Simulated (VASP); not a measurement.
Input of a VASP 6.6.1 run:

INCAR

```
SYSTEM = Si
PREC = Accurate
ENCUT = 520
EDIFF = 1E-7
ISMEAR = -1
SIGMA = 0.05
LREAL = .False.
LASPH = .True.
NELM = 100
ALGO = Normal
ISIF = 2
LWAVE = .False.
LCHARG = .False.
GGA = PE
NBANDS = 26
```

KPOINTS

```
Automatic mesh
0
Gamma
  10 10 10
  0 0 0
```

Contents of POSCAR:

```
Si
1.0
   -3.3180000000      3.3180000000      3.2848200000
    3.3180000000     -3.3180000000      3.2848200000
    3.3180000000      3.3180000000     -3.2848200000
Si
8
Direct
    0.2040702805      0.2035645300      0.2041685086
    0.4993960215     -0.0000982280      0.2958314914
    0.2959297195      0.5000982280     -0.0005057505
    0.0006039785      0.2964354700      0.5005057505
    0.7959297195      0.7964354700      0.7958314914
    0.5006039785      0.0000982280      0.7041685086
    0.7040702805      0.4999017720      0.0005057505
   -0.0006039785      0.7035645300      0.4994942495
```

Potentials or basis: VASP PAW PBE potentials, release 64 (Si).

Command:

```sh
$ cat potpaw_PBE.64/Si/POTCAR > POTCAR
$ mpirun -np 1 vasp_std > vasp.out
```

Problem. What does it give for the band gap on the k mesh?

Solution. Zero (bands 16 and 17 overlap by 0.18 eV).

Problem. What does it give for the pressure?

Solution. 1.7 GPa.

Stress tensor (GPa, compression positive):
```
1.28 0.00 0.00
0.00 1.28 0.00
0.00 0.00 2.54
```

Caveat: the cell differs from its parent crystal (z stretched by -1 %, then relaxed in part); semilocal functionals underestimate gaps, and a narrow one can read as zero.
